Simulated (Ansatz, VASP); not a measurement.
Two plane-wave programs on BN

Contents of POSCAR:

```
BN
1.0
    0.0000000000      1.7458259350      1.7458259350
    1.7458259350      0.0000000000      1.7458259350
    1.7458259350      1.7458259350      0.0000000000
B N
1 1
Direct
    0.0000000000      0.0000000000      0.0000000000
    0.5000000000      0.5000000000      0.5000000000
```

Contents of INCAR.step1:

```
SYSTEM = BN
  ALGO = Normal
  EDIFF = 1E-5
  ENCUT = 520
  GGA = PE
  ISIF = 2
  ISMEAR = 1
  LASPH = .True.
  LCHARG = .False.
  LREAL = .False.
  LWAVE = .True.
  NBANDS = 11
  NELM = 60
  PREC = Accurate
  SIGMA = 0.05
```

The input INCAR.step2:

```
SYSTEM = BN
  ALGO = Normal
  EDIFF = 1E-7
  ENCUT = 520
  GGA = PE
  HFSCREEN = 0.2079
  ISIF = 2
  ISMEAR = 1
  ISTART = 1
  LASPH = .True.
  LCHARG = .False.
  LHFCALC = .True.
  LREAL = .False.
  LWAVE = .False.
  NBANDS = 11
  NELM = 60
  PREC = Accurate
  PRECFOCK = Normal
  SIGMA = 0.05
```

The input KPOINTS:

```
k-points
0
Gamma
  6 6 6
  0 0 0
```

Input for Ansatz:

```yaml
crystal:
  lattice:
    - [0.0, 1.745825935, 1.745825935]
    - [1.745825935, 0.0, 1.745825935]
    - [1.745825935, 1.745825935, 0.0]
  atoms:
    - { symbol: B, position: [0.0, 0.0, 0.0] }
    - { symbol: "N", position: [0.5, 0.5, 0.5] }
kpoints:
  mp_grid: { grid: [6, 6, 6] }
hamiltonian:
  xc: hse06
scf:
  occupations: { method: methfessel_paxton, width: 0.05 }
  n_extra_bands: 4
output:
  forces: true
  stress: true
  eigenvalues: true
```

Alike in both runs: task single point; functional HSE06; k mesh 6 × 6 × 6; occupations methfessel-paxton of order 1, width 0.05 eV; no spin polarisation.

|  | VASP | Ansatz |
| --- | --- | --- |
| version | VASP 6.6.1 | Ansatz 0.2.0 |
| potentials or method | VASP PAW PBE potentials, release 64 (B, N) | plane waves |
| plane-wave cutoff (eV) | 520 | 420 |
| valence electrons in the cell | 8 | 8 |

VASP gave:

| Item | Value |
| --- | --- |
| gap on the k mesh at the Fermi level (eV) | 2.17 |
| pressure (GPa) | -8.2 |

Problem. Estimate Ansatz's values.

Solution. gap on the k mesh at the Fermi level (eV): 2.18; pressure (GPa): -8.4.

Ansatz's warnings: stress exchange threshold loose, stress scf threshold loose.

The k mesh is coarse, so the values compare programs but aren't converged.
